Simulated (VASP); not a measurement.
Input of a VASP 6.6.1 run:

Contents of INCAR:

```
ALGO     = Normal         # electronic algorithm
EDIFF    = 1E-6           # SCF threshold, eV
ENCUT    = 520            # plane-wave cutoff, eV
GGA      = PE             # functional
ISIF     = 2              # what is computed and relaxed
ISMEAR   = 0              # smearing method
IVDW     = 12             # dispersion correction
LASPH    = T              # aspherical terms in the spheres
LCHARG   = T              # write CHGCAR
LELF     = T              # ELF
LREAL    = F              # projectors in reciprocal space
LVHAR    = T            
LWAVE    = F              # write WAVECAR
NBANDS   = 17             # bands
NELM     = 100            # most SCF steps
PREC     = Accurate       # precision mode
SIGMA    = 0.05           # smearing width, eV
```

File KPOINTS:

```
k-points
0
Gamma
  10 10 10
```

File POSCAR:

```
PbS
1.0
    0.0000000000      2.9270260985      2.9270260985
    2.9270260985      0.0000000000      2.9270260985
    2.9270260985      2.9270260985      0.0000000000
Pb S
1 1
Direct
    0.0000000000      0.0000000000      0.0000000000
    0.5000000000      0.5000000000      0.5000000000
```

Potentials or basis: VASP PAW PBE potentials, release 64 (Pb_d, S).

Command:

```sh
$ cat potpaw_PBE.64/Pb_d/POTCAR potpaw_PBE.64/S/POTCAR > POTCAR
$ mpirun -np 1 vasp_std > vasp.out
```

Question: What does it give for the dispersion energy per atom?

Answer: -0.361 eV.

Question: What does it give for the pressure?

Answer: 2.5 GPa.
